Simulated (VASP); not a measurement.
# C (Fd-3m) in VASP: notebook, part 2 of 2

VASP 6.6.1.

## Step 4: Single point, LDA (volume scaled by 0.96)

File INCAR:

```
ALGO     = Normal         # electronic algorithm
EDIFF    = 1E-6           # SCF threshold, eV
ENCUT    = 910            # plane-wave cutoff, eV
GGA_COMPAT= False        
ISIF     = 2              # what is computed and relaxed
ISMEAR   = -1             # smearing method
LASPH    = True           # aspherical terms in the spheres
LCHARG   = False          # write CHGCAR
LREAL    = False          # projectors in reciprocal space
LWAVE    = False          # write WAVECAR
NBANDS   = 11             # bands
NELM     = 120            # most SCF steps
PREC     = Accurate       # precision mode
SIGMA    = 0.05           # smearing width, eV
```

File KPOINTS:

```
k-points
0
Gamma
  13 13 13
```

File POSCAR:

```
C
1.0
    0.0000000000      1.7420211848      1.7420211848
    1.7420211848      0.0000000000      1.7420211848
    1.7420211848      1.7420211848      0.0000000000
C
2
Direct
    0.5000000000      0.5000000000      0.5000000000
    0.7500000000      0.7500000000      0.7500000000
```

Potentials or basis: VASP PAW LDA potentials, release 64 (C_h).

Started as:

```sh
cat potpaw_LDA.64/C_h/POTCAR > POTCAR
mpirun -np 1 vasp_std > vasp.out
```

OUTCAR:

```text
EDIFF = 1E-6
   ENCUT = 910
   ISIF = 2
   ISMEAR = -1
   LASPH = True
   LREAL = False
   NELM = 120
   PREC = Accurate

 ion  position               nearest neighbor table
   1  0.500  0.500  0.500-   2 1.51   2 1.51   2 1.51   2 1.51
   2  0.750  0.750  0.750-   1 1.51   1 1.51   1 1.51   1 1.51

  LATTYP: Found a face centered cubic cell.
 ALAT       =     3.4840423696

  Lattice vectors:

 A1 = (   0.0000000000,   1.7420211848,   1.7420211848)
 A2 = (   1.7420211848,   0.0000000000,   1.7420211848)
 A3 = (   1.7420211848,   1.7420211848,   0.0000000000)

Analysis of symmetry for initial positions (statically):
=====================================================================
 Subroutine PRICEL returns:
 Original cell was already a primitive cell.

 Routine SETGRP: Setting up the symmetry group for a
 face centered cubic supercell.

 Subroutine GETGRP returns: Found 48 space group operations
 (whereof 24 operations were pure point group operations)
 out of a pool of 48 trial point group operations.

The static configuration has the point symmetry T_d .
 The point group associated with its full space group is O_h .

Analysis of symmetry for dynamics (positions and initial velocities):
[... 171 lines left out ...]
      4      12.0071      2.00000
      5      17.7494      0.00000
      6      17.7494      0.00000
      7      17.7494      0.00000
      8      27.1997      0.00000
      9      31.9635      0.00000
     10      39.4271      0.00000
     11      39.4271      0.00000
[... 309 lines left out ...]
 k-point    24 :       0.4615    0.1538    0.0000
  band No.  band energies     occupation
      1      -4.9747      2.00000
      2       0.2536      2.00000
      3       7.3894      2.00000
      4       7.8392      2.00000
      5      19.3024      0.00000
      6      22.9928      0.00000
      7      23.8447      0.00000
      8      26.4600      0.00000
      9      33.1705      0.00000
     10      36.3962      0.00000
     11      39.9492      0.00000

 [... further k-points ...]

------------------------ aborting loop because EDIFF is reached ----------------------------------------

  FORCE on cell =-STRESS in cart. coord.  units (eV):
  Direction    XX          YY          ZZ          XY          YZ          ZX
  --------------------------------------------------------------------------------------
  -------------------------------------------------------------------------------------
  Total        1.4039082      1.4039082      1.4039082     -0.0000000      0.0000000     -0.0000000
  in kB      212.7448277    212.7448277    212.7448277     -0.0000000      0.0000000     -0.0000000
  external PRESSURE =     212.7448277 kB  Pullay stress =       0.0000000 kB

 VOLUME and BASIS-vectors are now :
 -----------------------------------------------------------------------------
  energy-cutoff  :      910.00
  volume of cell :       10.57
      direct lattice vectors                 reciprocal lattice vectors
     0.000000000  1.742021185  1.742021185    -0.287022916  0.287022916  0.287022916
     1.742021185  0.000000000  1.742021185     0.287022916 -0.287022916  0.287022916
     1.742021185  1.742021185  0.000000000     0.287022916  0.287022916 -0.287022916

 POSITION                                       TOTAL-FORCE (eV/Angst)
 -----------------------------------------------------------------------------------
      1.74202      1.74202      1.74202        -0.000000     -0.000000     -0.000000
      2.61303      2.61303      2.61303         0.000000      0.000000      0.000000
 -----------------------------------------------------------------------------------
    total drift:                                0.000000      0.000000      0.000000

  FREE ENERGIE OF THE ION-ELECTRON SYSTEM (eV)
  ---------------------------------------------------
  free  energy   TOTEN  =       -20.2358732430 eV

  energy  without entropy=      -20.2358732430  energy(sigma->0) =      -20.23587324
```

OSZICAR:

```text
N       E                     dE             d eps       ncg     rms          rms(c)
DAV:   1     0.129658532009E+02    0.12966E+02   -0.67180E+03  1848   0.111E+03
DAV:   2    -0.200685970495E+02   -0.33034E+02   -0.31156E+02  2560   0.180E+02
DAV:   3    -0.211553148360E+02   -0.10867E+01   -0.10840E+01  2213   0.265E+01
DAV:   4    -0.211577039392E+02   -0.23891E-02   -0.23890E-02  2017   0.146E+00
DAV:   5    -0.211577066899E+02   -0.27507E-05   -0.27506E-05  2175   0.505E-02    0.535E+00
DAV:   6    -0.204759468911E+02    0.68176E+00   -0.36289E-01  1908   0.427E+00    0.285E+00
DAV:   7    -0.202359111278E+02    0.24004E+00   -0.43328E-01  2083   0.463E+00    0.366E-01
DAV:   8    -0.202358880927E+02    0.23035E-04   -0.95351E-03  1968   0.911E-01    0.318E-02
DAV:   9    -0.202358721721E+02    0.15921E-04   -0.44977E-05  2123   0.551E-02    0.145E-02
DAV:  10    -0.202358733209E+02   -0.11487E-05   -0.35016E-06  2065   0.174E-02    0.328E-03
DAV:  11    -0.202358732430E+02    0.77854E-07   -0.18069E-07  1048   0.416E-03
   1 F= -.20235873E+02 E0= -.20235873E+02  d E =-.889194E-11
```

stdout:

```text
POSCAR found type information on POSCAR C
 POSCAR found :  1 types and       2 ions
 scaLAPACK will be used
 LDA part: xc-table for (Slater(with rela. corr.)+CA(PZ))
 , standard interpolation
 POSCAR, INCAR and KPOINTS ok, starting setup
 FFT: planning ... GRIDC
 FFT: planning ... GRID_SOFT
 FFT: planning ... GRID
 WAVECAR not read
 entering main loop
```

Run time: 8.4 s. Hardware: 1 thread of AMD EPYC 9R45 (Zen 5), shared host; peak memory 0.1 GiB.

Results:

- Free energy: -20.2359 eV
- Pressure: 21.3 GPa
- Band gap on the k mesh: 4.28 eV, indirect (least direct gap 5.74 eV)

Levels at points of the mesh, in eV from the valence-band top:
```tsv
k point	band 2	band 3	band 4	band 5	band 6	band 7
(0.00, 0.00, 0.00)	0.00	0.00	0.00	5.74	5.74	5.74
```

Caveat: the cell differs from its parent crystal (volume scaled by 0.96); the cutoff is under 1.25 times the usual one of these potentials, so pressure, stress and relaxed cells hold a basis-set (Pulay) error.

## Step 5: Single point, LDA

This run uses another cell than the first one, of 5.51 Å³/atom, 0.971 times its volume.

File INCAR:

```
SYSTEM = C
ALGO = Normal ; EDIFF = 1E-6
ENCUT = 910 ; GGA_COMPAT = .FALSE.
ISIF = 2 ; ISMEAR = -1
LASPH = .TRUE. ; LCHARG = .TRUE.
LELF = .TRUE. ; LREAL = .FALSE.
LVHAR = .TRUE. ; LWAVE = .FALSE.
NBANDS = 11 ; NELM = 120
PREC = Accurate ; SIGMA = 0.05
```

File KPOINTS:

```
k-points
0
G
  13 13 13
  0 0 0
```

File POSCAR:

```
C
1.0
    0.0000000000      1.7658874545      1.7658874545
    1.7658874545      0.0000000000      1.7658874545
    1.7658874545      1.7658874545      0.0000000000
C
2
Direct
    0.5000000000      0.5000000000      0.5000000000
    0.7500000000      0.7500000000      0.7500000000
```

Started as:

```sh
cat potpaw_LDA.64/C_h/POTCAR > POTCAR
mpirun -np 1 vasp_std > vasp.out
```

It took 14 s on 1 thread of Intel Xeon Platinum 8488C (Sapphire Rapids), shared host; peak memory 0.14 GiB.

It converged, with:

| Item | Value |
| --- | --- |
| Free energy | -20.2668 eV |
| Pressure | 0.6 GPa |
| Band gap on the k mesh | 4.18 eV, indirect (least direct gap 5.63 eV) |

Levels at points of the mesh, in eV from the valence-band top:
| k point | band 1 | band 2 | band 3 | band 4 | band 5 | band 6 | band 7 | band 8 |
| --- | --- | --- | --- | --- | --- | --- | --- | --- |
| (0.00, 0.00, 0.00) | -21.72 | 0.00 | 0.00 | 0.00 | 5.63 | 5.63 | 5.63 | 14.23 |

Caveat: the cutoff is under 1.25 times the usual one of these potentials, so pressure, stress and relaxed cells hold a basis-set (Pulay) error. LDA gaps usually lie below the measured ones, often by a third to a half.

## Step 6: Single point, LDA (volume scaled by 1.04)

File INCAR:

```
SYSTEM = C
PREC = Accurate
ENCUT = 910
EDIFF = 1E-6
ISMEAR = -1
SIGMA = 0.05
LREAL = .FALSE.
LASPH = .TRUE.
NELM = 120
ALGO = Normal
ISIF = 2
LWAVE = .FALSE.
LCHARG = .TRUE.
GGA = CA
LELF = .TRUE.
LVHAR = .TRUE.
NBANDS = 11
GGA_COMPAT = .FALSE.
```

File KPOINTS:

```
regular mesh
0
G
  13 13 13
  0 0 0
```

File POSCAR:

```
C
1.0
    0.0000000000      1.7891254806      1.7891254806
    1.7891254806      0.0000000000      1.7891254806
    1.7891254806      1.7891254806      0.0000000000
C
2
Direct
    0.5000000000      0.5000000000      0.5000000000
    0.7500000000      0.7500000000      0.7500000000
```

Potentials or basis: VASP PAW LDA potentials, release 64 (C_h).

Started as:

```sh
cat potpaw_LDA.64/C_h/POTCAR > POTCAR
mpirun -np 1 vasp_std > vasp.out
```

It used 29 s of CPU time on 1 thread of AMD EPYC 7R13 Processor (Zen 3) (shared host).

It converged, with:

```
Free energy            : -20.2458 eV
Pressure               : -16.5 GPa
Band gap on the k mesh : 4.09 eV, indirect (least direct gap 5.52 eV)
```

Levels at points of the mesh, in eV from the valence-band top:
```tsv
k point	band 1	band 2	band 3	band 4	band 5	band 6	band 7	band 8	band 9
(0.00, 0.00, 0.00)	-21.19	0.00	0.00	0.00	5.52	5.52	5.52	13.33	18.88
```

Caveat: the cell differs from its parent crystal (volume scaled by 1.04); the cutoff is under 1.25 times the usual one of these potentials, so pressure, stress and relaxed cells hold a basis-set (Pulay) error.

## Step 7: Summary

```tsv
task	potentials or basis	cell	k mesh	cutoff (eV)	second run	gap on the mesh (eV)	pressure (GPa)
relaxation of cell and atoms	VASP PAW LDA potentials, release 64 (C)	relaxed from a = 2.522 Å, angles 60.0°, 2 atoms	8 × 8 × 8	600	-	4.17	-0.1
single point	VASP PAW LDA potentials, release 64 (C_h)	a = 2.497 Å, angles 60.0°, 2 atoms	8 × 8 × 8	910	hard_potentials	4.17	0.6
single point	VASP PAW LDA potentials, release 64 (C_h)	a = 2.464 Å, angles 60.0°, 2 atoms	13 × 13 × 13	910	hard_potentials	4.28	21.3
single point	VASP PAW LDA potentials, release 64 (C_h)	a = 2.497 Å, angles 60.0°, 2 atoms	13 × 13 × 13	910	hard_potentials	4.18	0.6
single point	VASP PAW LDA potentials, release 64 (C_h)	a = 2.530 Å, angles 60.0°, 2 atoms	13 × 13 × 13	910	hard_potentials	4.09	-16.5
```

Alike in all rows: level LDA; no spin polarisation; smearing fermi-dirac 0.05 eV.

Caveats: the cutoff is under 1.25 times the usual one of these potentials, so pressure, stress and relaxed cells hold a basis-set (Pulay) error (some runs).

Total energies depend on the potentials used, so only differences within one code and one set of settings carry meaning.
